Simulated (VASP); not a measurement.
# V in VASP: further runs, part 2 of 2

VASP 6.6.1. The steps go on from the part before.

## (3) Single point, PBE

INCAR

```
PREC = Accurate ; ENCUT = 520
EDIFF = 1E-6 ; ISMEAR = 0
SIGMA = 0.1 ; LREAL = False
LASPH = True ; NELM = 100
ALGO = Fast ; ISIF = 2
LWAVE = False ; LCHARG = True
LDIPOL = True ; IDIPOL = 3
DIPOL = 0.5 0.5 0.500 ; GGA = PE
LELF = True ; LVHAR = True
LVACPOTAV = True ; NBANDS = 48
```

KPOINTS

```
regular mesh
0
Gamma
  14 14 1
```

POSCAR

```
V
1.0
    2.5954952606      0.0000000000      0.0000000000
   -0.8651650869      2.4470563990      0.0000000000
    0.0000000000      0.0000000000     25.5960650303
V
6
Direct
    0.5000000000      0.5000000000      0.2930137891
    0.0000000000      0.0000000000      0.3758082734
    0.5000000000      0.5000000000      0.4586027578
    0.0000000000      0.0000000000      0.5413972422
    0.5000000000      0.5000000000      0.6241917266
    0.0000000000      0.0000000000      0.7069862109
```

Potentials or basis: VASP PAW PBE potentials, release 64 (V_sv).

Run with:

```bash
$ cat potpaw_PBE.64/V_sv/POTCAR > POTCAR
$ mpirun -np 1 vasp_std > vasp.out
```

OUTCAR:

```text
PREC = Accurate
   ENCUT = 520
   EDIFF = 1E-6
   ISMEAR = 0
   LREAL = False
   LASPH = True
   NELM = 100
   ISIF = 2
   GGA = PE

 ion  position               nearest neighbor table
   1  0.500  0.500  0.293-   2 2.60   2 2.60
   2  0.000  0.000  0.376-   1 2.60   1 2.60   3 2.60   3 2.60
   3  0.500  0.500  0.459-   4 2.60   4 2.60   2 2.60   2 2.60
   4  0.000  0.000  0.541-   3 2.60   3 2.60   5 2.60   5 2.60
   5  0.500  0.500  0.624-   6 2.60   6 2.60   4 2.60   4 2.60
   6  0.000  0.000  0.707-   5 2.60   5 2.60

  LATTYP: Found a base centered orthorhombic cell.
 ALAT       =     2.9970197747
 B/A-ratio  =     1.4142135624
 C/A-ratio  =     8.5405058874

  Lattice vectors:

 A1 = (   2.5954952606,   0.0000000000,   0.0000000000)
 A2 = (  -0.8651650869,   2.4470563990,   0.0000000000)
 A3 = (   0.0000000000,   0.0000000000,  25.5960650303)

Analysis of symmetry for initial positions (statically):
=====================================================================
 Subroutine PRICEL returns:
 Original cell was already a primitive cell.

 Routine SETGRP: Setting up the symmetry group for a
 base centered orthorhombic supercell.

 Subroutine GETGRP returns: Found  8 space group operations
[... 181 lines left out ...]
 cond. band min:       2.5774938179   @ k =  -0.4286   0.2143   0.0000
 fundamental gap:      0.0003692802
 Fermi energy:         2.5773064638

 k-point     1 :       0.0000    0.0000    0.0000
  band No.  band energies     occupation
      1     -61.2804      2.00000
      2     -61.2800      2.00000
      3     -61.1439      2.00000
      4     -61.1180      2.00000
      5     -61.0495      2.00000
      6     -60.9767      2.00000
[... 1213 lines left out ...]
     47       4.5764      0.00000
     48       5.2460      0.00000

 [... further k-points ...]
[... 5 lines left out ...]
  --------------------------------------------------------------------------------------
  -------------------------------------------------------------------------------------
  Total       -3.0687985     -2.6647171     -2.1825303      0.5714574      0.0000000      0.0000000
  in kB      -30.2441605    -26.2617869    -21.5096547      5.6319269      0.0000000      0.0000000
  external PRESSURE =     -26.0052007 kB  Pullay stress =       0.0000000 kB

 VOLUME and BASIS-vectors are now :
 -----------------------------------------------------------------------------
  energy-cutoff  :      520.00
  volume of cell :      162.57
      direct lattice vectors                 reciprocal lattice vectors
     2.595495261  0.000000000  0.000000000     0.385282923  0.136218084  0.000000000
    -0.865165087  2.447056399  0.000000000     0.000000000  0.408654251  0.000000000
     0.000000000  0.000000000 25.596065030     0.000000000  0.000000000  0.039068505

 POSITION                                       TOTAL-FORCE (eV/Angst)
 -----------------------------------------------------------------------------------
      0.86517      1.22353      7.50000        -0.000000      0.000000      0.416920
      0.00000      0.00000      9.61921         0.000000      0.000000     -0.331438
      0.86517      1.22353     11.73843        -0.000000      0.000000     -0.067798
      0.00000      0.00000     13.85764         0.000000      0.000000      0.067798
      0.86517      1.22353     15.97685        -0.000000      0.000000      0.331438
      0.00000      0.00000     18.09607         0.000000      0.000000     -0.416920
 -----------------------------------------------------------------------------------
    total drift:                               -0.000000      0.000000      0.000000

  FREE ENERGIE OF THE ION-ELECTRON SYSTEM (eV)
  ---------------------------------------------------
  free  energy   TOTEN  =       -52.0219394565 eV

  energy  without entropy=      -51.9677453907  energy(sigma->0) =      -51.99484242

 vacuum level on the upper side and lower side of the slab         7.403         7.403
```

OSZICAR:

```text
N       E                     dE             d eps       ncg     rms          rms(c)
DAV:   1     0.123721680852E+04    0.12372E+04   -0.49433E+04  5960   0.168E+03
DAV:   2    -0.186640230319E+01   -0.12391E+04   -0.12178E+04  5488   0.594E+02
DAV:   3    -0.615222090778E+02   -0.59656E+02   -0.57323E+02  7576   0.151E+02
[... 23 lines left out ...]
RMM:  27    -0.520219132993E+02   -0.16499E-04   -0.72651E-06  5495   0.941E-03    0.255E-03
RMM:  28    -0.520219275249E+02   -0.14226E-04   -0.23538E-06  4273   0.400E-03    0.185E-03
RMM:  29    -0.520219352279E+02   -0.77029E-05   -0.13956E-06  3767   0.289E-03    0.272E-03
RMM:  30    -0.520219387636E+02   -0.35357E-05   -0.64872E-07  3676   0.211E-03    0.102E-03
RMM:  31    -0.520219394565E+02   -0.69298E-06   -0.32293E-07  2469   0.124E-03
   1 F= -.52021939E+02 E0= -.51994842E+02  d E =-.541941E-01
```

stdout:

```text
POSCAR found type information on POSCAR V
 POSCAR found :  1 types and       6 ions
 scaLAPACK will be used
 LDA part: xc-table for (Slater+PW92), standard interpolation
 POSCAR, INCAR and KPOINTS ok, starting setup
 FFT: planning ... GRIDC
 FFT: planning ... GRID_SOFT
 FFT: planning ... GRID
 WAVECAR not read
 entering main loop
 -----------------------------------------------------------------------------
|                                                                             |
|           W    W    AA    RRRRR   N    N  II  N    N   GGGG   !!!           |
|           W    W   A  A   R    R  NN   N  II  NN   N  G    G  !!!           |
|           W    W  A    A  R    R  N N  N  II  N N  N  G       !!!           |
|           W WW W  AAAAAA  RRRRR   N  N N  II  N  N N  G  GGG   !            |
|           WW  WW  A    A  R   R   N   NN  II  N   NN  G    G                |
|           W    W  A    A  R    R  N    N  II  N    N   GGGG   !!!           |
|                                                                             |
|     Did not find any points to average over, which means that no vacuum     |
|     field-free region was found. Please increase the size of  your cell     |
|     in the dimension of the dipole correction to obtain accurate            |
|     workfunction values.                                                    |
|                                                                             |
 -----------------------------------------------------------------------------
```

Wall time 8.3 min (1 thread of Intel Xeon 6975P-C (Granite Rapids), shared host); peak memory 0.46 GiB.

What came out:

```
Free energy            : -52.0219 eV
Largest force          : 0.417 eV/Å
Band gap on the k mesh : zero (bands 39 and 40 overlap by 1.70 eV)
```

Forces in eV/Å, atoms in the order of the input:
```
V    0.000  0.000  0.417
V    0.000  0.000 -0.331
V    0.000  0.000 -0.068
V    0.000  0.000  0.068
V    0.000  0.000  0.331
V    0.000  0.000 -0.417
```

## (4) Single point, PBE

INCAR

```
SYSTEM = V
PREC = Accurate ; ENCUT = 520
EDIFF = 1E-6 ; ISMEAR = 0
SIGMA = 0.1 ; LREAL = .FALSE.
LASPH = .TRUE. ; NELM = 60
ALGO = Fast ; ISIF = 2
LWAVE = .FALSE. ; LCHARG = .FALSE.
LDIPOL = .TRUE. ; IDIPOL = 3
DIPOL = 0.5 0.5 0.500 ; GGA = PE
NBANDS = 48
```

KPOINTS

```
Automatic mesh
0
G
  14 14 1
  0 0 0
```

POSCAR

```
V
1.0
    2.5954952606      0.0000000000      0.0000000000
   -0.8651650869      2.4470563990      0.0000000000
    0.0000000000      0.0000000000     25.5960650303
V
6
Direct
    0.5000000000      0.5000000000      0.2979910304
    0.0000000000      0.0000000000      0.3760054735
    0.5000000000      0.5000000000      0.4588783358
    0.0000000000      0.0000000000      0.5411216126
    0.5000000000      0.5000000000      0.6239945114
    0.0000000000      0.0000000000      0.7020090362
```

Run with:

```bash
$ cat potpaw_PBE.64/V_sv/POTCAR > POTCAR
$ mpirun -np 1 vasp_std > vasp.out
```

Wall time 16 min (1 thread of AMD EPYC 9755, shared host); peak memory 0.43 GiB.

Results (log left out):

* Free energy: -52.0737 eV
* Largest force: 0.019 eV/Å
* Band gap on the k mesh: zero (bands 39 and 40 overlap by 1.79 eV)

Forces in eV/Å, atoms in the order of the input:
```
V    0.000  0.000 -0.019
V    0.000  0.000  0.012
V    0.000  0.000  0.000
V    0.000  0.000  0.000
V    0.000  0.000 -0.012
V    0.000  0.000  0.019
```

Levels at points of the mesh, in eV from the Fermi level:
```tsv
k point	band 35	band 36	band 37	band 38	band 39	band 40	band 41	band 42	band 43	band 44
(0.00, 0.00, 0.00)	-0.33	-0.26	0.10	0.21	0.29	0.34	0.38	0.41	0.72	0.99
(0.50, 0.00, 0.00)	-1.03	-1.03	-0.29	-0.29	0.46	0.46	1.46	1.47	2.20	2.20
(0.50, 0.50, 0.00)	-1.00	-0.72	0.15	0.16	1.40	1.57	1.58	1.79	1.96	2.31
```

## (5) Overview

| cell | further INCAR settings | gap on the mesh (eV) | largest force (eV/Å) |
| --- | --- | --- | --- |
| a = 2.595, b = 2.595, c = 25.596 Å, angles 90.0, 90.0, 109.5°, 6 atoms, atomic positions A | ALGO = Fast; EDIFF = 1e-07; NBANDS = 48 | none | 0.42 |
| a = 2.595, b = 2.595, c = 25.596 Å, angles 90.0, 90.0, 109.5°, 6 atoms, atomic positions A | ALGO = Fast; EDIFF = 1e-06; NBANDS = 48 | none | 0.42 |
| a = 2.595, b = 2.595, c = 25.596 Å, angles 90.0, 90.0, 109.5°, 6 atoms, atomic positions B | ALGO = Fast; EDIFF = 1e-06; NBANDS = 48 | none | 0.02 |

Alike in all rows: task single point; level PBE; potentials or basis VASP PAW PBE potentials, release 64 (V_sv); no spin polarisation; k mesh 14 × 14 × 1; cutoff (eV) 520; smearing gaussian 0.1 eV.

Absolute energies hang on the potentials; compare differences alone.
